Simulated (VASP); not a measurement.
## Be: relaxation of shape and atoms at fixed volume with PBE

Crystal: Be.

```xyz
2
Lattice="2.2398 0.0000 0.0000 -1.1199 1.9398 0.0000 0.0000 0.0000 3.5307" Properties=species:S:1:pos:R:3 pbc="T T T"
Be    0.0000    1.2932    0.8827
Be    1.1199    0.6466    2.6480
```

| Quantity | Value |
| --- | --- |
| Program | VASP 6.6.1 |
| Task | relaxation of shape and atoms at fixed volume |
| Functional | PBE |
| Potentials or basis | VASP PAW PBE potentials, release 64 (Be) |
| Cutoff | 600 eV |
| k mesh | 21 × 21 × 12 |
| Occupations | gaussian, width 0.1 eV |
| Spin | no spin polarisation |
| Dipole correction | no |
| Further INCAR settings | ALGO = Fast; EDIFF = 1e-06; IBRION = 2; EDIFFG = -0.01; NSW = 50; ISIF = 4 |

- Energy gained by relaxing: 0.0 meV/atom
- Ionic steps: 2
- Pressure after relaxing: 4.1 GPa
- Band gap on the k mesh: zero (bands 2 and 3 overlap by 2.12 eV)

Stress tensor (GPa, compression positive):
```
4.07 0.00 0.00
0.00 4.07 0.00
0.00 0.00 4.15
```

Final structure:
```xyz
2
Lattice="2.2389 0.0000 0.0000 -1.1194 1.9389 0.0000 0.0000 0.0000 3.5338" Properties=species:S:1:pos:R:3 pbc="T T T"
Be    0.0000    1.2926    0.8835
Be    1.1194    0.6463    2.6504
```

Levels at points of the mesh, in eV from the Fermi level:
| k point | band 1 | band 2 | band 3 | band 4 | band 5 | band 6 |
| --- | --- | --- | --- | --- | --- | --- |
| (0.00, 0.00, 0.00) | -11.56 | -4.62 | 1.13 | 16.39 | 16.39 | 19.28 |
| (0.00, 0.00, 0.50) | -9.38 | -9.38 | 10.85 | 10.85 | 18.07 | 18.07 |

Wall time 13 s on 1 thread of Intel(R) Xeon(R) 6975P-C (Granite Rapids) (shared host), peak memory 0.15 GiB.
